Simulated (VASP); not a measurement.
Runs of VASP 6.6.1 on ZnS. The structure is that of space group Cm (No. 8), or close to it. The cells are those of the table. 

| cell | gap on the mesh (eV) | pressure (GPa) | largest force (eV/Å) |
| --- | --- | --- | --- |
| a = 3.811, b = 3.811, c = 13.415 Å, angles 71.4, 71.4, 60.0°, 8 atoms | 1.43 | 2.4 | 0.72 |
| a = 3.811, b = 3.811, c = 12.897 Å, angles 77.2, 77.2, 60.0°, 8 atoms | 1.55 | 2.1 | 0.55 |
| a = 3.811, b = 3.811, c = 13.049 Å, angles 75.2, 75.2, 60.0°, 8 atoms | 1.36 | 2.4 | (a) |
| a = 3.811, b = 3.811, c = 13.859 Å, angles 67.8, 67.8, 60.0°, 8 atoms | 2.10 | 2.4 | (b) |

Alike in all rows: task single point; level PBE; potentials or basis VASP PAW PBE potentials, release 64 (Zn, S); no spin polarisation; k mesh 8 × 8 × 3; cutoff (eV) 520; smearing gaussian 0.05 eV.

**Question.** Fill in the values left out.

**Answer.** (a) 0.50; (b) 0.61.

A k mesh can miss the band edges.
